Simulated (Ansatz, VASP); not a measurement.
**CaC8 in VASP and in Ansatz**

INCAR

```
SYSTEM = CaC8
PREC = Accurate
ENCUT = 520
EDIFF = 1E-6
ISMEAR = 0
SIGMA = 0.2
LREAL = .FALSE.
LASPH = .TRUE.
NELM = 60
ALGO = Normal
ISIF = 2
LWAVE = .FALSE.
LCHARG = .TRUE.
GGA = PE
IVDW = 12
LELF = .TRUE.
LVHAR = .TRUE.
NBANDS = 31
```

File KPOINTS:

```
Automatic mesh
0
G
  6 6 6
  0 0 0
```

File POSCAR:

```
CaC8
1.0
    0.0000000000      0.0000000000      4.3680328563
    4.9987301403      0.0000000000      0.0000000000
   -2.4993650702      4.3290272881      0.0000000000
Ca C
1 8
Direct
    0.5000000000      1.0000000000      0.0000000000
    0.0000000000      0.3355136252      0.1677568126
    0.0000000000      0.3333333333      0.6666666667
    0.0000000000      0.8322431874      0.1677568126
    0.0000000000      0.8322431874      0.6644863748
    0.0000000000      0.1677568126      0.3355136252
    0.0000000000      0.1677568126      0.8322431874
    1.0000000000      0.6666666667      0.3333333333
    0.0000000000      0.6644863748      0.8322431874
```

Input for Ansatz:

```yaml
crystal:
  lattice:
    - [0.0, 0.0, 4.3680328563]
    - [4.9987301403, 0.0, 0.0]
    - [-2.4993650702, 4.3290272881, 0.0]
  atoms:
    - { symbol: Ca, position: [0.5, 1.0, 0.0] }
    - { symbol: C, position: [0.0, 0.3355136252, 0.1677568126] }
    - { symbol: C, position: [0.0, 0.3333333333, 0.6666666667] }
    - { symbol: C, position: [0.0, 0.8322431874, 0.1677568126] }
    - { symbol: C, position: [0.0, 0.8322431874, 0.6644863748] }
    - { symbol: C, position: [0.0, 0.1677568126, 0.3355136252] }
    - { symbol: C, position: [0.0, 0.1677568126, 0.8322431874] }
    - { symbol: C, position: [1.0, 0.6666666667, 0.3333333333] }
    - { symbol: C, position: [0.0, 0.6644863748, 0.8322431874] }
basis:
  ecutwfc: 420
kpoints:
  mp_grid: { grid: [6, 6, 6] }
hamiltonian:
  xc: pbe
  dispersion: d3bj
scf:
  occupations: { method: gaussian, width: 0.2 }
  lower_state_search: "off"
output:
  forces: true
  stress: true
  eigenvalues: true
```

Alike in both runs: task single point; functional PBE; dispersion D3(BJ); k mesh 6 × 6 × 6; occupations gaussian, width 0.2 eV; no spin polarisation.

|  | VASP | Ansatz |
| --- | --- | --- |
| version | VASP 6.6.1 | Ansatz 0.2.0 |
| potentials or method | VASP PAW PBE potentials, release 64 (Ca_sv, C), cutoff 520 eV | scalar-relativistic, plane waves, PAW |
| valence electrons in the cell | 42 | 42 |

```csv
,VASP,Ansatz,Ansatz less VASP
gap on the k mesh at the Fermi level (eV),none,none,-
pressure (GPa),0.1,-0.1,-0.28
"traceless stress, the component that is largest in VASP (GPa)",0.28,0.40,+0.112
rms of the force components (eV/Å),0.020,0.016,-0.0046
```

Atom by atom the forces differ by 0.005 eV/Å (rms over components). A gap of «none» marks a metal or a gap that the smearing closes.
